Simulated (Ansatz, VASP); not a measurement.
**Ni in VASP and in Ansatz**

```
CELL_PARAMETERS angstrom
3.88760 0.00000 0.00000
-1.94380 3.36676 0.00000
0.00000 0.00000 2.33626
ATOMIC_POSITIONS crystal
Ni 0.00000 0.00000 0.00000
Ni 0.33333 0.66667 0.50000
Ni 0.66667 0.33333 0.50000
```

Alike in both runs: functional LDA; k mesh 9 × 9 × 13; occupations fermi-dirac, width 0.1 eV; no spin polarisation.

Ansatz relaxed the structure, and its values are those at the end. VASP's run is a single point on that final structure, the one shown.

|  | VASP | Ansatz |
| --- | --- | --- |
| version | VASP 6.6.1 | Ansatz 0.2.0 |
| potentials or method | VASP PAW LDA potentials, release 64 (Ni), cutoff 520 eV | plane waves (420 eV) with PAW, scalar-relativistic |
| valence electrons in the cell | 30 | 54 |

Ansatz gave:

```
pressure (GPa) : 0.0
```

What did VASP give for the same quantities?

Pressure (GPa): -0.1.

Ansatz warns that its potentials were made for another functional, while VASP's fit it. LDA's correlation is that of Perdew and Zunger in VASP and of Perdew and Wang (1992) in Ansatz. VASP's potentials hold 30 valence electrons a cell and Ansatz's 54, so a difference there can come from the potentials and not from the codes.
